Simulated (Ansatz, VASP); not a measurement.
## One calculation of HfO2, two programs

POSCAR

```
HfO2
1.0
    3.5760345812      0.0000000000      0.0000000000
    0.0000000000      3.5760345812      0.0000000000
    0.0000000000      0.0000000000      5.2042202103
Hf O
2 4
Direct
    0.5000000000      0.5000000000      0.5000000000
    0.0000000000      0.0000000000      0.0000000000
    0.0000000000      0.5000000000      0.6965021193
    0.5000000000      0.0000000000      0.8034978807
    0.5000000000      0.0000000000      0.3034978807
    0.0000000000      0.5000000000      0.1965021193
```

The input INCAR.step1:

```
ALGO     = Normal         # electronic algorithm
EDIFF    = 1E-4           # SCF threshold, eV
ENCUT    = 600            # plane-wave cutoff, eV
GGA      = PE             # functional
ISMEAR   = 0              # smearing method
LASPH    = True           # aspherical terms in the spheres
LCHARG   = False          # write CHGCAR
LREAL    = False          # projectors in reciprocal space
LUSENCCL = False        
LWAVE    = True           # write WAVECAR
NELM     = 100            # most SCF steps
PREC     = Accurate       # precision mode
SIGMA    = 0.02           # smearing width, eV
```

The input INCAR.step2:

```
ALGO     = Normal         # electronic algorithm
EDIFF    = 1E-6           # SCF threshold, eV
EDIFFG   = -0.01          # ionic threshold
ENCUT    = 600            # plane-wave cutoff, eV
IBRION   = 2              # ionic algorithm
ISIF     = 3              # what is computed and relaxed
ISMEAR   = 0              # smearing method
ISTART   = 1            
LASPH    = True           # aspherical terms in the spheres
LCHARG   = False          # write CHGCAR
LMIXTAU  = True         
LREAL    = False          # projectors in reciprocal space
LUSENCCL = False        
LWAVE    = False          # write WAVECAR
METAGGA  = R2SCAN         # meta-GGA
NELM     = 100            # most SCF steps
NSW      = 100            # ionic steps
PREC     = Accurate       # precision mode
SIGMA    = 0.02           # smearing width, eV
```

File KPOINTS:

```
k-points
0
Gamma
  6 6 6
```

Input for Ansatz:

```yaml
crystal:
  lattice:
    - [3.5760345812, 0.0, 0.0]
    - [0.0, 3.5760345812, 0.0]
    - [0.0, 0.0, 5.2042202103]
  atoms:
    - { symbol: Hf, position: [0.5, 0.5, 0.5] }
    - { symbol: Hf, position: [0.0, 0.0, 0.0] }
    - { symbol: O, position: [0.0, 0.5, 0.6965021193] }
    - { symbol: O, position: [0.5, 0.0, 0.8034978807] }
    - { symbol: O, position: [0.5, 0.0, 0.3034978807] }
    - { symbol: O, position: [0.0, 0.5, 0.1965021193] }
basis:
  ecutwfc: 500
kpoints:
  mp_grid: { grid: [6, 6, 6] }
hamiltonian:
  xc: r2scan
scf:
  occupations: { method: gaussian, width: 0.02 }
output:
  forces: true
  stress: true
  eigenvalues: true
relax:
  adjacent_minimum: "off"
  f_tol: 0.01
  max_steps: 80
  cell: { stress_tol: 0.05 }
```

Alike in both runs: task relaxation of cell and atoms; functional r2SCAN; k mesh 6 × 6 × 6; occupations gaussian, width 0.02 eV; no spin polarisation.

|  | VASP | Ansatz |
| --- | --- | --- |
| version | VASP 6.6.1 | Ansatz 0.2.0 |
| potentials or method | VASP PAW PBE potentials, release 64 (Hf_pv, O), cutoff 600 eV | scalar-relativistic, plane waves, PAW |
| valence electrons in the cell | 44 | 76 |

|  | VASP | Ansatz | Ansatz less VASP |
| --- | --- | --- | --- |
| gap on the k mesh at the Fermi level, each at its own relaxed structure (eV) | 5.30 | 5.26 | -0.037 |
| relaxed volume (Å³/atom) | 10.92 | 11.09 | +0.171 |
| relaxed length of the cell vector where the two differ most in proportion (Å) | 5.171 | 5.201 | +0.0302 |

VASP's potentials were made for PBE, not for r2SCAN. VASP's potentials hold 44 valence electrons a cell and Ansatz's 76, so a difference there can come from the potentials and not from the codes.

Spin-orbit coupling is off throughout.
